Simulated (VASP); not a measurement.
A run of VASP 6.6.1 is set up as follows.

File INCAR:

```
SYSTEM = InP
PREC = Accurate ; ENCUT = 520
EDIFF = 1E-7 ; ISMEAR = -1
SIGMA = 0.05 ; LREAL = .False.
LASPH = .True. ; NELM = 100
ALGO = Normal ; ISIF = 2
LWAVE = .False. ; LCHARG = .False.
GGA = PE ; NBANDS = 16
```

Contents of KPOINTS:

```
regular mesh
0
Gamma
  6 6 6
  0 0 0
```

File POSCAR:

```
InP
1.0
    0.0000000000      2.9305000000      2.9500366667
    2.9305000000      0.0000000000      2.9500366667
    2.9305000000      2.9305000000      0.0000000000
In P
1 1
Direct
    0.0000000000      0.0000000000      0.0000000000
    0.2500000000      0.2500000000      0.2500000000
```

Potentials or basis: VASP PAW PBE potentials, release 64 (In_d, P).

Run with:

```bash
$ cat potpaw_PBE.64/In_d/POTCAR potpaw_PBE.64/P/POTCAR > POTCAR
$ mpirun -np 1 vasp_std > vasp.out
```

Task: Predict the band gap on the k mesh.

Result: 0.66 eV, direct.

Task: What does it give for the pressure?

Result: 2.8 GPa.

Stress tensor (GPa, compression positive):
```
2.88 0.00 0.00
0.00 2.88 0.00
0.00 0.00 2.61
```

Caveat: spin-orbit coupling is left out, which moves the levels of the heavy elements. A hybrid or GW would open this gap; PBE tends to underestimate it.
